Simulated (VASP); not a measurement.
HC8: single point with PBE+D3(BJ)

System: HC8, a slab with vacuum.

```xyz
9
Lattice="4.9313 0.0000 0.0000 -2.4657 4.2706 0.0000 0.0000 0.0000 17.0000" Properties=species:S:1:pos:R:3 pbc="T T T"
C     1.2328    0.7118    4.0000
C     0.0000    2.8471    4.0000
C     3.6985    0.7118    4.0000
C     2.4657    2.8471    4.0000
C     0.0000    1.4235    4.0000
C    -1.2328    3.5589    4.0000
C     2.4657    1.4235    4.0000
C     1.2328    3.5589    4.0000
H     1.2328    0.7118    6.1300
```

```yaml
Program: VASP 6.6.1
Task: single point
Functional: PBE
Dispersion: D3(BJ)
Potentials_or_basis: VASP PAW PBE potentials, release 64 (C, H)
Cutoff: 520 eV
k_mesh: 6 × 6 × 1
Occupations: gaussian, width 0.1 eV
Spin: collinear spin
Starting_moments: "[0.0, 0.0, 0.0, 0.0, 0.0, 0.0, 0.0, 0.0, 1.0] μB"
Dipole_correction: yes
Further_INCAR_settings: ALGO = Normal; EDIFF = 1e-06; NBANDS = 30
```

The largest force is 0.318 eV/Å and the band gap on the k mesh is 0.16 eV. The net moment is 0.99 μB per cell. The site moments are C -0.01, -0.02, +0.04, +0.03 (each value once); H +0.36 μB. The valence electrons inside the program's atomic spheres are C 2.65; H 0.40. The dispersion energy per atom is -0.088 eV.

Forces in eV/Å, atoms in the order of the input:
```
C    0.000  0.000  0.151
C   -0.037 -0.021 -0.012
C    0.000  0.043 -0.012
C    0.037 -0.021 -0.012
C   -0.183  0.106 -0.162
C    0.000 -0.211 -0.162
C    0.183  0.106 -0.162
C    0.000  0.000  0.052
H    0.000  0.000  0.318
```

Levels at points of the mesh, in eV from the valence-band top:
Spin up:
```
           k point  band 13  band 14  band 15  band 16  band 17  band 18  band 19  band 20  band 21  band 22
(0.00, 0.00, 0.00)    -2.97    -2.97    -2.28    -2.28    -1.49     1.73     1.73     1.79     3.78     4.53
(0.50, 0.00, 0.00)    -5.00    -4.96    -3.17    -2.66    -1.53     2.88     2.89     5.06     5.76     6.00
```
Spin down:
```
           k point  band 13  band 14  band 15  band 16  band 17  band 18  band 19  band 20
(0.00, 0.00, 0.00)    -2.96    -2.46    -2.25    -2.25     1.30     1.76     1.76     2.13
(0.50, 0.00, 0.00)    -4.98    -4.96    -2.76    -2.63     2.16     2.92     3.04     5.40
```

It took 3.1 min on 1 thread of Intel(R) Xeon(R) 6975P-C (Granite Rapids), on a shared host, peak memory 0.64 GiB.
